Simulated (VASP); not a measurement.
Input of a VASP 6.6.1 run:

The input INCAR:

```
PREC = Accurate
ENCUT = 520
EDIFF = 1E-6
ISMEAR = 0
SIGMA = 0.05
LREAL = F
LASPH = T
NELM = 80
ALGO = Normal
ISIF = 2
LWAVE = F
LCHARG = T
GGA = PE
IVDW = 12
LELF = T
LVHAR = T
NBANDS = 50
```

Contents of KPOINTS:

```
regular mesh
0
Gamma
  9 9 1
```

The input POSCAR:

```
Te6Mo3H
1.0
    3.4959407812      0.0000000000      0.0000000000
   -1.7479703906      3.0275735266      0.0000000000
    0.0000000000      0.0000000000     21.3113513408
Te Mo H
6 3 1
Direct
    0.0000000000      0.0000000000      0.9147264527
    0.3333333333      0.6666666667      0.5934158068
    0.3333333333      0.6666666667      0.2359734255
    0.3333333333      0.6666666667      0.7640265745
    0.3333333333      0.6666666667      0.4065841932
    0.0000000000      0.0000000000      0.0852735473
    0.0000000000      0.0000000000      0.6786881624
    0.0000000000      0.0000000000      0.3213118376
    0.3333333333      0.6666666667      0.0000000000
   -0.0510671924      0.0577997371      0.5023330459
```

Potentials or basis: VASP PAW PBE potentials, release 64 (Te, Mo_sv, H).

Run with:

```sh
$ cat potpaw_PBE.64/Te/POTCAR potpaw_PBE.64/Mo_sv/POTCAR potpaw_PBE.64/H/POTCAR > POTCAR
$ mpirun -np 1 vasp_std > vasp.out
```

Question: Estimate the largest force.

Answer: 0.607 eV/Å.

Question: What does it give for the dispersion energy per atom?

Answer: -0.504 eV.

Forces on the atoms (eV/Å):
```
Te   0.000  0.000 -0.043
Te   0.125 -0.079 -0.589
Te   0.021 -0.012  0.066
Te   0.025 -0.014 -0.067
Te   0.101 -0.064  0.537
Te   0.000  0.000  0.043
Mo   0.028 -0.015  0.418
Mo   0.019 -0.010 -0.378
Mo   0.002 -0.001  0.001
H   -0.320  0.194  0.013
```
